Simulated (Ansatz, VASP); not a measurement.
SrCl2: VASP beside Ansatz

```
CELL_PARAMETERS angstrom
0.00000 3.55569 3.28191
3.55569 0.00000 3.28191
3.55569 3.55569 0.00000
ATOMIC_POSITIONS crystal
Sr 0.00000 0.00000 0.00000
Cl 0.25000 0.25000 0.25000
Cl 0.75000 0.75000 0.75000
```

Alike in both runs: task single point; functional PBE; k mesh 6 × 6 × 6; occupations gaussian, width 0.05 eV; no spin polarisation.

|  | VASP | Ansatz |
| --- | --- | --- |
| version | VASP 6.6.1 | Ansatz 0.2.0 |
| potentials or method | VASP PAW PBE potentials, release 64 (Sr_sv, Cl), cutoff 520 eV | scalar-relativistic, plane waves, PAW |
| valence electrons in the cell | 24 | 24 |

```csv
,VASP,Ansatz,Ansatz less VASP
gap on the k mesh at the Fermi level (eV),4.88,4.88,+0.004
least direct gap on the mesh (eV),5.08,5.08,+0.001
pressure (GPa),2.1,2.0,-0.10
"traceless stress, the component that is largest in VASP (GPa)",3.00,3.02,+0.019
```

With one functional, cell and mesh, what is left measures potentials, basis and numerics.
